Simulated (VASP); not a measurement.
# Ru: single point with LDA

Ru:

```
CELL_PARAMETERS angstrom
2.67493 0.00000 0.00000
-1.33747 2.31656 0.00000
0.00000 0.00000 4.22435
ATOMIC_POSITIONS crystal
Ru 0.33333 0.66667 0.25000
Ru 0.66667 0.33333 0.75000
```

```
Program             : VASP 6.6.1
Task                : single point
Functional          : LDA
Potentials or basis : VASP PAW LDA potentials, release 64 (Ru_pv)
Cutoff              : 520 eV
k mesh              : 19 × 19 × 10
Occupations         : fermi-dirac, width 0.08 eV
Spin                : no spin polarisation
```

The pressure is 1.0 GPa and the band gap on the k mesh is zero (band 14 reaches 14.93 eV, above the bottom of band 15 at 11.62 eV).

Stress tensor (GPa, compression positive):
```
0.98 0.00 0.00
0.00 0.98 0.00
0.00 0.00 1.07
```

Levels at points of the mesh, in eV from the Fermi level:
```tsv
k point	band 11	band 12	band 13	band 14	band 15	band 16	band 17	band 18
(0.00, 0.00, 0.00)	-2.57	-2.05	-2.05	-1.51	-1.51	1.25	1.25	1.35
(0.00, 0.00, 0.50)	-2.96	-2.96	-2.85	-2.85	0.58	0.58	0.58	0.58
```

Wall time 85 s on 1 thread of AMD EPYC 7R43 64-Core Processor (Zen 3), with other jobs on the host, peak memory 0.16 GiB.
